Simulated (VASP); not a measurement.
Input of a VASP 6.6.1 run:

POSCAR

```
InP
1.0
    0.0000000000      2.9537876370      2.9537876370
    2.9537876370      0.0000000000      2.9537876370
    2.9537876370      2.9537876370      0.0000000000
In P
1 1
Direct
    0.0000000000      0.0000000000      0.0000000000
    0.2500000000      0.2500000000      0.2500000000
```

INCAR.step1

```
PREC = Accurate
ENCUT = 500
EDIFF = 1E-8
ISMEAR = 0
SIGMA = 0.01
LREAL = F
LASPH = T
NELM = 80
ALGO = Normal
LWAVE = T
LCHARG = F
GGA = PE
```

Contents of INCAR.step2:

```
PREC = Accurate
ENCUT = 500
EDIFF = 1E-8
ISMEAR = 0
SIGMA = 0.01
LREAL = F
LASPH = T
NELM = 1
ALGO = Exact
LWAVE = T
LCHARG = F
GGA = PE
NBANDS = 99
LOPTICS = T
ISTART = 1
```

File INCAR.step3:

```
PREC = Accurate
ENCUT = 500
EDIFF = 1E-8
ISMEAR = 0
SIGMA = 0.01
LREAL = F
LASPH = T
ALGO = EVGW0
LWAVE = F
LCHARG = F
GGA = PE
NELMGW = 1
NBANDS = 99
ENCUTGW = 60.0
NOMEGA = 96
PRECFOCK = Fast
ISTART = 1
NBANDSGW = 17
OMEGAMAX = 20
```

File KPOINTS:

```
Automatic mesh
0
Gamma
  4 4 4
```

Potentials or basis: VASP PAW PBE potentials, release 64 (In_d_GW, P_GW).

The run is started by

```bash
$ cat potpaw_PBE.64/In_d_GW/POTCAR potpaw_PBE.64/P_GW/POTCAR > POTCAR
$ cp INCAR.step1 INCAR
$ mpirun -np 1 vasp_std > vasp.out
$ cp INCAR.step2 INCAR
$ mpirun -np 1 vasp_std > vasp.out
$ cp INCAR.step3 INCAR
$ mpirun -np 1 vasp_std > vasp.out
```

(1) Estimate the quasiparticle gap.

(2) Predict the least direct quasiparticle gap.

(3) Estimate the band gap of the starting levels on the mesh.

Results:

(1) 1.05 eV.

(2) 1.05 eV.

(3) 0.57 eV.

Caveat: the k points lie up to 0.46 Å⁻¹ apart; bands, screening cutoff and mesh are small and nothing is extrapolated, so the quasiparticle values aren't converged; spin-orbit coupling is left out, which moves the levels of the heavy elements.
